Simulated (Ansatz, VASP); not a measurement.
## Br in VASP and in Ansatz

```
Br
1.0
     0.00000    2.36166    2.36166
     2.36166    0.00000    2.36166
     2.36166    2.36166    0.00000
Br
1
Direct
  0.00000 0.00000 0.00000
```

Alike in both runs: functional PBE; k mesh 16 × 16 × 16; occupations fermi-dirac, width 0.03 eV; no spin polarisation.

Ansatz relaxed the structure, and its values are those at the end. VASP's run is a single point on that final structure, the one shown.

|  | VASP | Ansatz |
| --- | --- | --- |
| version | VASP 6.6.1 | Ansatz 0.2.0 |
| potentials or method | VASP PAW PBE potentials, release 64 (Br) | PAW with Ansatz's default frozen-core files, scalar-relativistic |
| plane-wave cutoff (eV) | 520 | 420 |
| valence electrons in the cell | 7 | 7 |

```csv
,VASP,Ansatz,Ansatz less VASP
pressure (GPa),0.0,0.0,-0.01
```

With one functional, cell and mesh, what is left measures potentials, basis and numerics.
